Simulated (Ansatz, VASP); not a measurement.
# Two plane-wave programs on Si

Contents of POSCAR:

```
Si
1.0
   -0.0408317834      2.7221188957      2.7221188957
    2.7221188957     -0.0408317834      2.7221188957
    2.6812871123      2.6812871123      0.0000000000
Si
2
Direct
   -0.0018816685     -0.0018816685      0.0018816685
    0.2518816685      0.2518816685      0.2481183315
```

INCAR.step1

```
SYSTEM = Si
PREC = Accurate
ENCUT = 520
EDIFF = 1E-5
ISMEAR = 0
SIGMA = 0.01
LREAL = .False.
LASPH = .True.
NELM = 60
ALGO = Normal
ISIF = 2
LWAVE = .True.
LCHARG = .False.
GGA = PE
NBANDS = 11
```

Contents of INCAR.step2:

```
SYSTEM = Si
PREC = Accurate
ENCUT = 520
EDIFF = 1E-6
ISMEAR = 0
SIGMA = 0.01
LREAL = .False.
LASPH = .True.
NELM = 60
ALGO = Normal
ISIF = 2
LWAVE = .False.
LCHARG = .False.
GGA = PE
LHFCALC = .True.
HFSCREEN = 0.2079
PRECFOCK = Normal
ISTART = 1
NBANDS = 11
```

File KPOINTS:

```
Automatic mesh
0
Gamma
  6 6 6
  0 0 0
```

Input for Ansatz:

```yaml
crystal:
  lattice:
    - [-0.0408317834, 2.7221188957, 2.7221188957]
    - [2.7221188957, -0.0408317834, 2.7221188957]
    - [2.6812871123, 2.6812871123, 0.0]
  atoms:
    - { symbol: Si, position: [-0.0018816685, -0.0018816685, 0.0018816685] }
    - { symbol: Si, position: [0.2518816685, 0.2518816685, 0.2481183315] }
kpoints:
  mp_grid: { grid: [6, 6, 6] }
  band_path:
    path:
      - [0.0, 0.0, 0.0]
      - [0.5, 0.0, 0.5]
      - [0.625, 0.25, 0.625]
      - [0.375, 0.375, 0.75]
      - [0.5, 0.5, 0.5]
      - [0.5, 0.25, 0.75]
      - [0.455729, 0.455729, 0.0]
    npoints: 1
hamiltonian:
  xc: hse06
scf:
  occupations: { method: fixed }
  n_extra_bands: 4
output:
  forces: true
  stress: true
  eigenvalues: true
  write_density: true
  write_potential: true
  elf: true
  volumetric_format: npy
```

Change from the starting cell: shear_xy strain -3.0%.

Alike in both runs: task single point; functional HSE06; k mesh 6 × 6 × 6; no spin polarisation.

|  | VASP | Ansatz |
| --- | --- | --- |
| version | VASP 6.6.1 | Ansatz 0.2.0 |
| potentials or method | VASP PAW PBE potentials, release 64 (Si) | plane waves, PAW |
| plane-wave cutoff (eV) | 520 | 420 |
| occupations | gaussian, width 0.01 eV | fixed |
| valence electrons in the cell | 8 | 8 |

VASP gave:

| Property | Result |
| --- | --- |
| gap on the k mesh at the Fermi level (eV) | 0.94 |
| pressure (GPa) | -0.5 |
| traceless stress, the component that is largest in VASP (GPa) | 2.46 |

Q: Estimate Ansatz's values.

A: gap on the k mesh at the Fermi level (eV): 0.93; pressure (GPa): -0.2; traceless stress, the component that is largest in VASP (GPa): 2.44.

Ansatz's warnings: stress exchange threshold loose, stress scf threshold loose.
